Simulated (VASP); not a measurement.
HfSiO4:

```
CELL_PARAMETERS angstrom
3.24750 0.00000 0.00000
0.00000 3.24750 0.00000
0.00000 0.00000 4.72050
ATOMIC_POSITIONS crystal
Hf 0.50000 0.50000 0.50000
Si 0.00000 0.00000 0.00000
O 0.50000 0.00000 0.69721
O 0.00000 0.50000 0.80279
O 0.00000 0.50000 0.30279
O 0.50000 0.00000 0.19721
```

- Program: VASP 6.6.1
- Task: relaxation of cell and atoms
- Functional: PBE
- Potentials or basis: VASP PAW PBE potentials, release 64 (Hf_pv, Si, O)
- Cutoff: 600 eV
- k mesh: 8 × 8 × 6
- Occupations: fermi-dirac, width 0.02 eV
- Spin: no spin polarisation

At the start: pressure 63.9 GPa; volume 8.30 Å³/atom.

How do energy, volume and symmetry change on relaxing?

Over 24 steps the energy falls by 447.9 meV/atom and the volume is 10.30 Å³/atom (+24.1 %); space group P-4m2 (No. 115, to 0.1 Å) before and after.

Step by step:
```tsv
step	energy change (eV)	largest force (eV/Å)	pressure (GPa)	volume (Å³)
1	0.0000	4.4042	63.93	49.78
2	1.8635	4.4156	-39.09	77.65
3	-2.0840	1.3646	-4.80	59.37
4	-2.1046	1.1028	-1.38	58.57
5	-2.1065	0.9951	0.04	58.26
6	-2.3332	1.0537	-0.75	58.88
7	-2.4704	1.3958	0.05	59.70
8	-2.6326	0.6154	1.15	60.17
9	-2.6751	0.0741	2.54	60.53
10	-2.6754	0.0940	2.67	60.56
11	-2.6801	0.1836	-1.98	61.92
12	-2.6827	0.0802	-0.29	61.41
13	-2.6856	0.0400	-0.27	61.53
14	-2.6862	0.0951	-0.26	61.63
15	-2.6869	0.0566	0.39	61.53
16	-2.6869	0.0477	0.48	61.51
17	-2.6873	0.0118	0.24	61.59
18	-2.6874	0.0292	0.11	61.65
19	-2.6874	0.0333	0.08	61.66
20	-2.6875	0.0260	-0.01	61.71
21	-2.6876	0.0112	-0.16	61.80
22	-2.6876	0.0212	0.11	61.77
23	-2.6876	0.0106	-0.01	61.78
24	-2.6876	0.0049	-0.01	61.78
```

Final structure:
```
CELL_PARAMETERS angstrom
3.33222 0.00000 0.00000
0.00000 3.33222 0.00000
0.00000 0.00000 5.56353
ATOMIC_POSITIONS crystal
Hf 0.50000 0.50000 0.50000
Si 0.00000 0.00000 0.00000
O 0.50000 0.00000 0.67969
O 0.00000 0.50000 0.86829
O 0.00000 0.50000 0.32031
O 0.50000 0.00000 0.13171
```

Caveat: the volume moved by over 15 % at a fixed basis, so the end points are rough.
